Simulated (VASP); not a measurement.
# NiO (I4/mmm) in VASP: notebook

The runs below take NiO through single point, with PBE+U.

Everything below comes from runs of VASP 6.6.1. Logs are shortened: lines on timing, memory, paths and dates and some standing lists are left out, and cuts for length are marked.

## (1) The cell of the first run

The structure is tetragonal, space group I4/mmm (No. 139). Conventional cell: a = 2.867 Å, b = 2.867 Å, c = 4.267 Å, α = 90.00°, β = 90.00°, γ = 90.00°. Ni (site symmetry 4/mmm) has 6 O at 2.03 to 2.13 Å within 2.7 Å. O (site symmetry 4/mmm) has 6 Ni at 2.03 to 2.13 Å within 2.7 Å.

## (2) Single point, PBE+U, collinear spin, ferromagnetic start (strain -0.0500 x Voigt [1, 1, 0, 0, 0, 0])

The input, INCAR:

```
SYSTEM = NiO
PREC = Accurate
ENCUT = 520
EDIFF = 1E-6
ISMEAR = 0
SIGMA = 0.05
LREAL = .FALSE.
LASPH = .TRUE.
NELM = 150
ALGO = Normal
ISIF = 2
LWAVE = .FALSE.
LCHARG = .FALSE.
ISPIN = 2
MAGMOM = 1.91 0.21
LORBIT = 11
LMAXMIX = 4
LDAU = .TRUE.
LDAUTYPE = 2
LDAUL = 2 -1
LDAUU = 6.2 0
LDAUJ = 0 0
LDAUPRINT = 1
GGA = PE
NBANDS = 19
```

The input, KPOINTS:

```
regular mesh
0
G
  12 12 12
  0 0 0
```

The input, POSCAR:

```
NiO
1.0
    0.0000000000      2.0270277748      2.1337134472
    2.0270277748      0.0000000000      2.1337134472
    2.0270277748      2.0270277748      0.0000000000
Ni O
1 1
Direct
    0.0000000000      0.0000000000      0.0000000000
    0.5000000000      0.5000000000      0.5000000000
```

Potentials or basis: VASP PAW PBE potentials, release 64 (Ni, O).

Started as:

```sh
$ cat potpaw_PBE.64/Ni/POTCAR potpaw_PBE.64/O/POTCAR > POTCAR
$ mpirun -np 1 vasp_std > vasp.out
```

OUTCAR:

```text
SYSTEM = NiO
   PREC = Accurate
   ENCUT = 520
   EDIFF = 1E-6
   ISMEAR = 0
   LREAL = .FALSE.
   LASPH = .TRUE.
   NELM = 150
   ISIF = 2
   ISPIN = 2
   LORBIT = 11
   GGA = PE

 ion  position               nearest neighbor table
   1  0.000  0.000  0.000-   2 2.03   2 2.03   2 2.03   2 2.03   2 2.13   2 2.13
   2  0.500  0.500  0.500-   1 2.03   1 2.03   1 2.03   1 2.03   1 2.13   1 2.13

  LATTYP: Found a body centered tetragonal cell.
 ALAT       =     2.8666501704
 C/A-ratio  =     1.4886458552

  Lattice vectors:

 A1 = (  -2.0270277748,   0.0000000000,   2.1337134472)
 A2 = (   2.0270277748,   0.0000000000,   2.1337134472)
 A3 = (   0.0000000000,   2.0270277748,  -2.1337134472)

Analysis of symmetry for initial positions (statically):
=====================================================================
 Subroutine PRICEL returns:
 Original cell was already a primitive cell.

 Routine SETGRP: Setting up the symmetry group for a
 body centered tetragonal supercell.

 Subroutine GETGRP returns: Found 16 space group operations
 (whereof 16 operations were pure point group operations)
 out of a pool of 16 trial point group operations.

The static configuration has the point symmetry D_4h.

Analysis of symmetry for dynamics (positions and initial velocities):
=====================================================================
 Subroutine PRICEL returns:
 Original cell was already a primitive cell.

 Routine SETGRP: Setting up the symmetry group for a
 body centered tetragonal supercell.

 Subroutine GETGRP returns: Found 16 space group operations
 (whereof 16 operations were pure point group operations)
 out of a pool of 16 trial point group operations.

The dynamic configuration has the point symmetry D_4h.

Analysis of structural, dynamic, and magnetic symmetry:
=====================================================================
 Subroutine PRICEL returns:
 Original cell was already a primitive cell.

 Routine SETGRP: Setting up the symmetry group for a
 body centered tetragonal supercell.

 Subroutine GETGRP returns: Found 16 space group operations
 (whereof 16 operations were pure point group operations)
 out of a pool of 16 trial point group operations.

The overall configuration has the point symmetry D_4h.

 Subroutine INISYM returns: Found 16 space group operations
 (whereof 16 operations are pure point group operations),
 and found     1 'primitive' translations

----------------------------------------------------------------------------------------

                                     Primitive cell

  volume of cell :      17.5342

  direct lattice vectors                    reciprocal lattice vectors
     0.000000000  2.027027775  2.133713447    -0.246666576  0.246666576  0.234333247
     2.027027775  0.000000000  2.133713447     0.246666576 -0.246666576  0.234333247
     2.027027775  2.027027775  0.000000000     0.246666576  0.246666576 -0.234333247

  length of vectors
     2.943055330  2.943055330  2.866650170     0.420239063  0.420239063  0.420239063

  position of ions in fractional coordinates (direct lattice)
     0.000000000  0.000000000  0.000000000
     0.500000000  0.500000000  0.500000000

  ion indices of the primitive-cell ions
   primitive index   ion index
                 1           1
                 2           2

----------------------------------------------------------------------------------------

 KPOINTS: regular mesh

Automatic generation of k-mesh.
[... 65 lines left out ...]
   NELM   =    150;   NELMIN=  2; NELMDL= -5     # of ELM steps
   EDIFF  = 0.1E-05   stopping-criterion for ELM
   LREAL  =      F    real-space projection
   EDIFFG = 0.1E-04   stopping-criterion for IOM
   NSW    =      0    number of steps for IOM
   IBRION =     -1    ionic relax: 0-MD 1-quasi-New 2-CG
   NFREE  =      0    steps in history (QN), initial steepest desc. (CG)
   ISIF   =      2    stress and relaxation
   ISYM   =      2    0-nonsym 1-usesym 2-fastsym
   POTIM  = 0.5000    time-step for ionic-motion
   TEBEG  =    0.0;   TEEND  =   0.0 temperature during run
   PSTRESS=    0.0 pullay stress
   NELECT =      16.0000    total number of electrons
   NUPDOWN=      -1.0000    fix difference up-down
   EMIN   =  10.00;   EMAX   =-10.00  energy-range for DOS
   EFERMI =   0.00;   METHOD = LEGACY
   ISMEAR =     0;   SIGMA  =   0.05  broadening in eV -4-tet -1-fermi 0-gaus
   EFERMI_NEDOS =   21; number of points for ismear=-14 and -15
   IALGO  =     38    algorithm
   IMIX   =      4    mixing-type and parameters
     AMIX     =   0.40;   BMIX     =  1.00
     AMIX_MAG =   1.60;   BMIX_MAG =  1.00
  volume/ion in A,a.u.               =       8.77        59.16
  Fermi-wavevector in a.u.,A,eV,Ry     =   1.587887  3.000672 34.305538  2.521386
  Thomas-Fermi vector in A             =   2.686976
   LORBIT       =     11    0 simple, 1 ext, 2 COOP (PROOUT), +10 PAW based schemes
 LDA+U is selected, type is set to LDAUTYPE =  2
   angular momentum for each species LDAUL =     2   -1
   U (eV)           for each species LDAUU =   6.2  0.0
   J (eV)           for each species LDAUJ =   0.0  0.0
   GGA     = PE    functional components
   LHFCALC =     F    Hartree Fock is set to
   AEXX    =    0.0000 exact exchange contribution
   IVDW    =     0    specifies the selected vdW correction
   LEPSILON=     F    determine dielectric tensor
   LRPA    =     F    only Hartree local field effects (RPA)
 spin polarized calculation
 Gauss-broadening in eV      SIGMA  =   0.05
  energy-cutoff  :      520.00
  volume of cell :       17.53
 maximum number of plane-waves:       491
 NGX is ok and might be reduce to    24
   NGX = 11   NGY = 11   NGZ = 11

atom =   1  type =  1  l = 2

 onsite density matrix

spin component  1

  0.9876 -0.0000  0.0000 -0.0000 -0.0000
 -0.0000  0.9844  0.0000  0.0000 -0.0000
  0.0000  0.0000  1.0359  0.0000 -0.0000
 -0.0000  0.0000  0.0000  0.9844  0.0000
 -0.0000 -0.0000 -0.0000  0.0000  1.0554

spin component  2

  0.9864  0.0000  0.0000 -0.0000  0.0000
  0.0000  0.9829  0.0000  0.0000 -0.0000
  0.0000  0.0000  0.1332  0.0000 -0.0000
 -0.0000  0.0000  0.0000  0.9829  0.0000
  0.0000 -0.0000 -0.0000  0.0000  0.1632

 occupancies and eigenvectors

  o =  0.1332  v =  0.0000  0.0000  0.0000  0.0000  0.0000  0.0000  0.0000 -1.0000  0.0000  0.0000      0.0000  0.0000  0.0000  0.0000  0.0000  0.0000  0.0000  0.0000  0.0000  0.0000
  o =  0.1632  v =  0.0000  0.0000  0.0000  0.0000  0.0000  0.0000 -0.0000 -0.0000  0.0000 -1.0000      0.0000  0.0000  0.0000  0.0000  0.0000  0.0000  0.0000  0.0000  0.0000  0.0000
  o =  0.9829  v =  0.0000  0.0000  0.0000  0.0000  0.0000  0.0000  0.5381  0.0000  0.8429  0.0000      0.0000  0.0000  0.0000  0.0000  0.0000  0.0000  0.0000  0.0000  0.0000  0.0000
  o =  0.9829  v =  0.0000  0.0000  0.0000  0.0000  0.0000  0.0000 -0.8429 -0.0000  0.5381  0.0000      0.0000  0.0000  0.0000  0.0000  0.0000  0.0000  0.0000  0.0000  0.0000  0.0000
  o =  0.9844  v =  0.0000  0.8225  0.0000 -0.5687 -0.0000  0.0000  0.0000  0.0000  0.0000  0.0000      0.0000  0.0000  0.0000  0.0000  0.0000  0.0000  0.0000  0.0000  0.0000  0.0000
  o =  0.9844  v =  0.0000 -0.5687  0.0000 -0.8225  0.0000  0.0000  0.0000  0.0000  0.0000  0.0000      0.0000  0.0000  0.0000  0.0000  0.0000  0.0000  0.0000  0.0000  0.0000  0.0000
  o =  0.9864  v =  0.0000  0.0000  0.0000  0.0000  0.0000  1.0000  0.0000  0.0000  0.0000  0.0000      0.0000  0.0000  0.0000  0.0000  0.0000  0.0000  0.0000  0.0000  0.0000  0.0000
  o =  0.9876  v =  1.0000  0.0000  0.0000  0.0000  0.0000  0.0000  0.0000  0.0000  0.0000  0.0000      0.0000  0.0000  0.0000  0.0000  0.0000  0.0000  0.0000  0.0000  0.0000  0.0000
  o =  1.0359  v =  0.0000  0.0000 -1.0000 -0.0000 -0.0000  0.0000  0.0000  0.0000  0.0000  0.0000      0.0000  0.0000  0.0000  0.0000  0.0000  0.0000  0.0000  0.0000  0.0000  0.0000
  o =  1.0554  v =  0.0000  0.0000 -0.0000  0.0000  1.0000  0.0000  0.0000  0.0000  0.0000  0.0000      0.0000  0.0000  0.0000  0.0000  0.0000  0.0000  0.0000  0.0000  0.0000  0.0000

 number of electron      15.9999992 magnetization       1.9999965

 Free energy of the ion-electron system (eV)
  ---------------------------------------------------
  ext. energy  EPLUGINS =         0.00000000
  ---------------------------------------------------
  free energy    TOTEN  =       -10.10721052 eV

  energy without entropy =      -10.10721052  energy(sigma->0) =      -10.10721052

 E-fermi :   7.8834     XC(G=0): -12.8652

 val. band max:        7.5181156821   @ k =   0.5000   0.0000   0.0000
 cond. band min:       9.6196846910   @ k =   0.0000   0.0000   0.0000
 fundamental gap:      2.1015690089
 Fermi energy:         7.8833978247

 spin component 1

 k-point     1 :       0.0000    0.0000    0.0000
  band No.  band energies     occupation
      1     -11.9037      1.00000
      2       1.1355      1.00000
      3       1.1868      1.00000
      4       2.1827      1.00000
      5       2.3390      1.00000
      6       2.3390      1.00000
[... 1049 lines left out ...]
     18      40.0254      0.00000
     19      40.2967      0.00000

 [... further k-points ...]

------------------------ aborting loop because EDIFF is reached ----------------------------------------

  FORCE on cell =-STRESS in cart. coord.  units (eV):
  Direction    XX          YY          ZZ          XY          YZ          ZX
  --------------------------------------------------------------------------------------
  -------------------------------------------------------------------------------------
  Total        1.7916631      1.7916631      0.2812558      0.0000000      0.0000000      0.0000000
  in kB      163.7123476    163.7123476     25.6996131      0.0000000      0.0000000      0.0000000
  external PRESSURE =     117.7081027 kB  Pullay stress =       0.0000000 kB

 VOLUME and BASIS-vectors are now :
 -----------------------------------------------------------------------------
  energy-cutoff  :      520.00
  volume of cell :       17.53
      direct lattice vectors                 reciprocal lattice vectors
     0.000000000  2.027027775  2.133713447    -0.246666576  0.246666576  0.234333247
     2.027027775  0.000000000  2.133713447     0.246666576 -0.246666576  0.234333247
     2.027027775  2.027027775  0.000000000     0.246666576  0.246666576 -0.234333247

 POSITION                                       TOTAL-FORCE (eV/Angst)
 -----------------------------------------------------------------------------------
      0.00000      0.00000      0.00000         0.000000     -0.000000     -0.000000
      2.02703      2.02703      2.13371        -0.000000      0.000000      0.000000
 -----------------------------------------------------------------------------------
    total drift:                                0.000000     -0.000000     -0.000000

  FREE ENERGIE OF THE ION-ELECTRON SYSTEM (eV)
  ---------------------------------------------------
  free  energy   TOTEN  =       -10.1072105204 eV

  energy  without entropy=      -10.1072105204  energy(sigma->0) =      -10.10721052

 total charge

# of ion       s       p       d       tot
------------------------------------------
    1        0.359   0.462   8.266   9.086
    2        1.547   3.509   0.000   5.056
--------------------------------------------------
tot          1.906   3.971   8.266  14.143

 magnetization (x)

# of ion       s       p       d       tot
------------------------------------------
    1        0.012   0.014   1.796   1.822
    2        0.018   0.158   0.000   0.177
--------------------------------------------------
tot          0.031   0.172   1.796   1.999
```

Wall time 2.3 min (1 thread of Intel Xeon 8259CL, shared host); peak memory 0.21 GiB.

What came out:

```yaml
Free_energy: -10.1072 eV
Pressure: 11.8 GPa
Band_gap_on_the_k_mesh: 2.10 eV (least direct gap 2.87 eV)
Net_moment: 2.00 μB per cell
Site_moments: Ni +1.82; O +0.18 μB
Valence_electrons_inside_the_program's_atomic_spheres: Ni 9.09; O 5.06
```

Stress tensor (GPa, compression positive):
```
16.37  0.00  0.00
 0.00 16.37  0.00
 0.00  0.00  2.57
```

Levels at points of the mesh, in eV from the valence-band top:
Spin up:
```csv
k point,band 7,band 8,band 9,band 10,band 11,band 12
"(0.00, 0.00, 0.00)",-1.80,-1.80,-1.64,2.84,17.76,18.07
"(0.50, 0.00, 0.00)",-3.24,-0.29,0.00,6.67,11.37,14.59
"(0.50, 0.50, 0.00)",-4.34,-3.03,-3.03,7.28,11.59,11.85
"(0.50, 0.00, 0.50)",-4.25,-3.44,-3.04,7.17,11.24,12.29
```
Spin down:
```tsv
k point	band 3	band 4	band 5	band 6	band 7	band 8	band 9	band 10	band 11	band 12
(0.00, 0.00, 0.00)	-4.19	-4.19	-1.44	-1.44	-1.28	2.10	2.29	3.37	18.05	18.34
(0.50, 0.00, 0.00)	-4.53	-4.22	-2.51	-2.37	-1.97	4.61	4.99	6.85	11.86	14.98
(0.50, 0.50, 0.00)	-5.08	-3.27	-3.26	-2.69	-2.69	2.68	3.32	7.90	11.89	12.16
(0.50, 0.00, 0.50)	-5.06	-3.31	-3.17	-3.10	-2.70	2.80	3.32	7.84	11.55	12.54
```

Eigenvalues of the final occupation matrices:
| site | spin | trace | eigenvalues |
| --- | --- | --- | --- |
| site 1 d | 1 | 5.05 | 0.98 0.98 0.99 1.04 1.06 |
| site 1 d | 2 | 3.25 | 0.13 0.16 0.98 0.98 0.99 |

Caveat: the cell differs from its parent crystal (strain -0.0500 x Voigt [1, 1, 0, 0, 0, 0]); the cell stands under pressure; a cell with one magnetic atom can't hold antiferromagnetic order, which such compounds often take.

## (3) Single point, PBE+U, collinear spin, ferromagnetic start (strain +0.0250 x Voigt [1, 1, 0, 0, 0, 0])

The input, INCAR:

```
SYSTEM = NiO
PREC     = Accurate       ! precision mode
ENCUT    = 520            ! plane-wave cutoff, eV
EDIFF    = 1E-6           ! SCF threshold, eV
ISMEAR   = 0              ! smearing method
SIGMA    = 0.05           ! smearing width, eV
LREAL    = .False.        ! projectors in reciprocal space
LASPH    = .True.         ! aspherical terms in the spheres
NELM     = 150            ! most SCF steps
ALGO     = Normal         ! electronic algorithm
ISIF     = 2              ! what is computed and relaxed
LWAVE    = .False.        ! write WAVECAR
LCHARG   = .False.        ! write CHGCAR
ISPIN    = 2              ! spin polarisation
MAGMOM   = 1.91 0.21      ! initial moments
LORBIT   = 11             ! projections on sites
LMAXMIX  = 4              ! l up to which the mixer works
LDAU     = .True.         ! DFT+U
LDAUTYPE = 2            
LDAUL    = 2 -1           ! shell
LDAUU    = 6.2 0          ! U, eV
LDAUJ    = 0 0          
LDAUPRINT= 1            
GGA      = PE             ! functional
NBANDS   = 19             ! bands
```

The input, KPOINTS:

```
Automatic mesh
0
Gamma
  12 12 12
  0 0 0
```

The input, POSCAR:

```
NiO
1.0
    0.0000000000      2.1870562834      2.1337134472
    2.1870562834      0.0000000000      2.1337134472
    2.1870562834      2.1870562834      0.0000000000
Ni O
1 1
Direct
    0.0000000000      0.0000000000      0.0000000000
    0.5000000000      0.5000000000      0.5000000000
```

Potentials or basis: VASP PAW PBE potentials, release 64 (Ni, O).

Started as:

```sh
$ cat potpaw_PBE.64/Ni/POTCAR potpaw_PBE.64/O/POTCAR > POTCAR
$ mpirun -np 1 vasp_std > vasp.out
```

OUTCAR:

```text
SYSTEM = NiO
   PREC = Accurate
   ENCUT = 520
   EDIFF = 1E-6
   ISMEAR = 0
   LREAL = .False.
   LASPH = .True.
   NELM = 150
   ISIF = 2
   ISPIN = 2
   LORBIT = 11
   GGA = PE

 ion  position               nearest neighbor table
   1  0.000  0.000  0.000-   2 2.13   2 2.13   2 2.19   2 2.19   2 2.19   2 2.19
   2  0.500  0.500  0.500-   1 2.13   1 2.13   1 2.19   1 2.19   1 2.19   1 2.19

  LATTYP: Found a body centered tetragonal cell.
 ALAT       =     3.0929646577
 C/A-ratio  =     1.3797205486

  Lattice vectors:

 A1 = (   0.0000000000,  -2.1870562834,  -2.1337134472)
 A2 = (   0.0000000000,   2.1870562834,  -2.1337134472)
 A3 = (   2.1870562834,   0.0000000000,   2.1337134472)

Analysis of symmetry for initial positions (statically):
=====================================================================
 Subroutine PRICEL returns:
 Original cell was already a primitive cell.

 Routine SETGRP: Setting up the symmetry group for a
[... 233 lines left out ...]
      4       0.3817      1.00000
      5       0.3817      1.00000
      6       0.4260      1.00000
[... 1049 lines left out ...]
     18      35.3063      0.00000
     19      36.1027      0.00000

 [... further k-points ...]

------------------------ aborting loop because EDIFF is reached ----------------------------------------

  FORCE on cell =-STRESS in cart. coord.  units (eV):
  Direction    XX          YY          ZZ          XY          YZ          ZX
  --------------------------------------------------------------------------------------
  -------------------------------------------------------------------------------------
  Total       -1.9645886     -1.9645886     -1.6157929      0.0000000      0.0000000      0.0000000
  in kB     -154.2041959   -154.2041959   -126.8265779      0.0000000      0.0000000      0.0000000
  external PRESSURE =    -145.0783232 kB  Pullay stress =       0.0000000 kB

 VOLUME and BASIS-vectors are now :
 -----------------------------------------------------------------------------
  energy-cutoff  :      520.00
  volume of cell :       20.41
      direct lattice vectors                 reciprocal lattice vectors
     0.000000000  2.187056283  2.133713447    -0.228617802  0.228617802  0.234333247
     2.187056283  0.000000000  2.133713447     0.228617802 -0.228617802  0.234333247
     2.187056283  2.187056283  0.000000000     0.228617802  0.228617802 -0.234333247

 POSITION                                       TOTAL-FORCE (eV/Angst)
 -----------------------------------------------------------------------------------
      0.00000      0.00000      0.00000         0.000000     -0.000000      0.000000
      2.18706      2.18706      2.13371        -0.000000      0.000000      0.000000
 -----------------------------------------------------------------------------------
    total drift:                                0.000000     -0.000000     -0.000000

  FREE ENERGIE OF THE ION-ELECTRON SYSTEM (eV)
  ---------------------------------------------------
  free  energy   TOTEN  =       -10.0695902995 eV

  energy  without entropy=      -10.0695902995  energy(sigma->0) =      -10.06959030

 total charge

# of ion       s       p       d       tot
------------------------------------------
    1        0.315   0.347   8.139   8.800
    2        1.549   3.423   0.000   4.972
--------------------------------------------------
tot          1.864   3.770   8.139  13.773

 magnetization (x)

# of ion       s       p       d       tot
------------------------------------------
    1        0.012   0.011   1.806   1.829
    2        0.015   0.142   0.000   0.157
--------------------------------------------------
tot          0.027   0.154   1.806   1.986
```

Run time: 2 min. Hardware: 1 thread of Intel Xeon 8259CL, shared host; peak memory 0.22 GiB.

What came out:

```yaml
Free_energy: -10.0696 eV
Pressure: -14.5 GPa
Band_gap_on_the_k_mesh: 2.03 eV (least direct gap 2.76 eV)
Net_moment: 2.00 μB per cell
Site_moments: Ni +1.83; O +0.16 μB
Valence_electrons_inside_the_program's_atomic_spheres: Ni 8.80; O 4.97
```

Stress tensor (GPa, compression positive):
```
-15.42   0.00   0.00
  0.00 -15.42   0.00
  0.00   0.00 -12.68
```

Eigenvalues of the final occupation matrices:
```tsv
site	spin	trace	eigenvalues
site 1 d	1	4.98	0.98 0.98 0.98 1.02 1.02
site 1 d	2	3.18	0.11 0.13 0.98 0.98 0.98
```

Caveat: the cell differs from its parent crystal (strain +0.0250 x Voigt [1, 1, 0, 0, 0, 0]); the cell stands under tension; a cell with one magnetic atom can't hold antiferromagnetic order, which such compounds often take.
